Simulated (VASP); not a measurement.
The system is MoS2.

```
Mo S
1.0
     3.18384    0.00000    0.00000
    -1.59192    2.75729    0.00000
     0.00000    0.00000    6.22716
Mo S
1 2
Direct
  0.00000 0.00000 0.50000
  0.66667 0.33333 0.74468
  0.33333 0.66667 0.25532
```

Base run:

```yaml
Program: VASP 6.6.1
Functional: RPBE
Dispersion: D3(BJ)
Potentials_or_basis: VASP PAW PBE potentials, release 64 (Mo_sv, S)
Cutoff: 520 eV
k_mesh: 9 × 9 × 4
Occupations: fermi-dirac, width 0.05 eV
Spin: no spin polarisation
```

Its results: band gap on the k mesh zero (band 13 reaches 8.20 eV, above the bottom of band 14 at 7.15 eV); pressure -9.1 GPa; largest force 0.453 eV/Å.

Task: After a change of settings the same cell gave: band gap on the k mesh zero (band 13 reaches 8.20 eV, above the bottom of band 14 at 7.15 eV); pressure 9.5 GPa; largest force 1.029 eV/Å. Which change was it?
A. functional from RPBE to PBEsol; dispersion from D3(BJ) to none
B. functional from RPBE to BLYP; dispersion from D3(BJ) to D4
C. dispersion from D3(BJ) to none; further incar settings from ALGO = Normal; EDIFF = 1e-06; NBANDS = 20 to ALGO = Normal; EDIFF = 1e-07; NBANDS = 20

Result: C.

Caveats: the PAW data sets were made with another functional, which shifts forces and pressure a little; this functional lacks dispersion, which binds the layers, so the pressure and a relaxed spacing across them are unreliable (some runs).
